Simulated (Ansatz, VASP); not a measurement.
WS2: VASP beside Ansatz

```
CELL_PARAMETERS angstrom
3.18000 0.00000 0.00000
-1.59000 2.75396 0.00000
0.00000 0.00000 12.50000
ATOMIC_POSITIONS crystal
W 0.33333 0.66667 0.25000
W 0.66667 0.33333 0.75000
S 0.33333 0.66667 0.62449
S 0.66667 0.33333 0.12449
S 0.33333 0.66667 0.87551
S 0.66667 0.33333 0.37551
```

Alike in both runs: functional PBE; k mesh 12 × 12 × 3; occupations fermi-dirac, width 0.01 eV; collinear spin.

Ansatz relaxed the structure, and its values are those at the end. VASP's run is a single point on that final structure, the one shown.

|  | VASP | Ansatz |
| --- | --- | --- |
| version | VASP 6.6.1 | Ansatz 0.2.0 |
| potentials or method | VASP PAW PBE potentials, release 64 (W_sv, S) | plane-wave PAW, scalar-relativistic |
| plane-wave cutoff (eV) | 520 | 420 |
| valence electrons in the cell | 52 | 52 |

```csv
,VASP,Ansatz,Ansatz less VASP
gap on the k mesh at the Fermi level (eV),1.06,1.04,-0.014
pressure (GPa),1.6,1.6,+0.04
net moment per atom (μB),0.00,0.00,0.000
```

Ansatz's warnings: seeded moment not kept, stress scf threshold loose.

Neither program's run includes spin-orbit coupling.
